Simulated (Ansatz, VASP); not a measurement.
**Two plane-wave programs on Al24SbN23**

```
Al Sb N
1.0
     9.33900    0.00000    0.00000
    -3.11300    5.39187    0.00000
     0.00000    0.00000    9.96200
Al Sb N
24 1 23
Cartesian
  -0.0031 1.7954 -0.6928
  -0.0093 1.7950 4.9342
  -1.5148 4.5167 -0.0033
  -1.5911 4.4698 5.0236
  3.0909 1.7784 -0.0093
  3.1532 1.8164 5.0306
  1.5428 4.4929 -0.0021
  1.6149 4.5329 5.0249
  6.2521 1.7897 0.0116
  6.1827 1.8339 5.0233
  4.6625 4.5101 0.0185
  4.6662 4.4277 5.0185
  1.7953 0.7988 2.6746
  1.6233 0.8628 7.3505
  0.0724 3.8747 2.6733
  0.0165 3.6773 7.3498
  4.6808 0.9620 2.4868
  4.6824 0.9162 7.5251
  3.0627 3.5218 2.4828
  3.1202 3.5892 7.5217
  7.4369 0.6815 2.6896
  7.7037 0.8498 7.3388
  6.2514 3.6200 2.4721
  6.2243 3.5951 7.5338
  -0.0777 1.7648 1.7015
  -0.0026 1.7984 6.9338
  -1.4998 4.5163 1.9324
  -1.5993 4.4638 6.8638
  3.1558 1.7656 1.8970
  3.1565 1.8173 6.8886
  1.6170 4.5877 1.9202
  1.6179 4.5340 6.8867
  6.1706 1.8213 1.9144
  6.1866 1.8351 6.8861
  4.5996 4.3912 1.9242
  4.6731 4.4325 6.8854
  1.6062 0.8825 4.5389
  1.6298 0.8603 9.2048
  0.0251 3.6547 4.5398
  0.0145 3.6826 9.2084
  4.6718 0.9127 4.3878
  4.6770 0.9110 9.4012
  3.1041 3.5794 4.3865
  3.1043 3.5835 9.4073
  7.7115 0.8538 4.5510
  7.6955 0.8423 9.2000
  6.2272 3.5981 4.3746
  6.2423 3.6083 9.4315
```

Alike in both runs: functional PBE; k mesh 3 × 4 × 2; occupations fermi-dirac, width 0.01 eV; no spin polarisation.

Ansatz relaxed the structure, and its values are those at the end. VASP's run is a single point on that final structure, the one shown.

|  | VASP | Ansatz |
| --- | --- | --- |
| version | VASP 6.6.1 | Ansatz 0.2.0 |
| potentials or method | VASP PAW PBE potentials, release 64 (Al, Sb, N) | plane-wave PAW, scalar-relativistic |
| plane-wave cutoff (eV) | 520 | 420 |
| valence electrons in the cell | 192 | 202 |

|  | VASP | Ansatz | Ansatz less VASP |
| --- | --- | --- | --- |
| gap on the k mesh at the Fermi level (eV) | 1.50 | 1.51 | +0.014 |
| pressure (GPa) | 13.5 | 13.6 | +0.14 |
| rms of the force components (eV/Å) | 0.014 | 0.001 | -0.0132 |

The functional is the same, so the differences come from potentials, cutoffs and numerics. VASP's potentials hold 192 valence electrons a cell and Ansatz's 202, so a difference there can come from the potentials and not from the codes. Ansatz's warnings: stress scf threshold loose.

Neither program's run includes spin-orbit coupling.
